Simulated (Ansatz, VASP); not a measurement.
Two plane-wave programs on ScAl

```
Sc Al
1.0
     3.37035    0.00000    0.00000
     0.00000    3.37035    0.00000
     0.00000    0.00000    3.37035
Sc Al
1 1
Cartesian
  1.6852 1.6852 1.6852
  0.0000 0.0000 0.0000
```

Alike in both runs: task single point; functional r2SCAN; k mesh 4 × 4 × 4; occupations gaussian, width 0.1 eV; no spin polarisation.

|  | VASP | Ansatz |
| --- | --- | --- |
| version | VASP 6.6.1 | Ansatz 0.2.0 |
| potentials or method | VASP PAW PBE potentials, release 64 (Sc_sv, Al), cutoff 520 eV | scalar-relativistic, plane waves, PAW |
| valence electrons in the cell | 14 | 14 |

```csv
,VASP,Ansatz,Ansatz less VASP
gap on the k mesh at the Fermi level (eV),none,none,-
pressure (GPa),0.5,0.3,-0.22
```

VASP's potentials were made for PBE, not for r2SCAN. A gap of «none» marks a metal or a gap that the smearing closes. With one functional, cell and mesh, what is left measures potentials, basis and numerics.

The k mesh is coarse, so the values compare programs but aren't converged.
